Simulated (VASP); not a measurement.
A run of VASP 6.6.1:

INCAR

```
SYSTEM = TiAl3
ALGO     = Fast           ! electronic algorithm
EDIFF    = 1E-6           ! SCF threshold, eV
ENCUT    = 520            ! plane-wave cutoff, eV
GGA      = PS             ! functional
ISIF     = 2              ! what is computed and relaxed
ISMEAR   = 0              ! smearing method
LASPH    = .True.         ! aspherical terms in the spheres
LCHARG   = .False.        ! write CHGCAR
LREAL    = .False.        ! projectors in reciprocal space
LWAVE    = .False.        ! write WAVECAR
NBANDS   = 18             ! bands
NELM     = 60             ! most SCF steps
PREC     = Accurate       ! precision mode
SIGMA    = 0.15           ! smearing width, eV
```

Contents of KPOINTS:

```
k-points
0
Gamma
  18 10 10
  0 0 0
```

Contents of POSCAR:

```
TiAl3
1.0
    2.7813912058      0.0000000000      0.0000000000
    0.0000000000      4.6710700323      0.0000000000
    0.0000000000      0.0000000000      4.8934030395
Ti Al
1 3
Direct
    0.0000000000      0.5000000000      0.1631682049
    0.5000000000      0.5053520927      0.6640465240
    0.5000000000      0.0053520927      0.3331101826
    0.0000000000      0.0053520927      0.8396740885
```

Potentials or basis: VASP PAW PBE potentials, release 64 (Ti_sv, Al).

The run is started by

```bash
$ cat potpaw_PBE.64/Ti_sv/POTCAR potpaw_PBE.64/Al/POTCAR > POTCAR
$ mpirun -np 1 vasp_std > vasp.out
```

Hardware: 1 thread of Intel(R) Xeon(R) 6975P-C (Granite Rapids), with other jobs on the host.

Problem. How long does it take, and how much memory?

Solution. Wall time 6.3 min on 1 thread of Intel(R) Xeon(R) 6975P-C (Granite Rapids) (shared host), peak memory 0.62 GiB. Counts: scf iterations 26, k points 520.
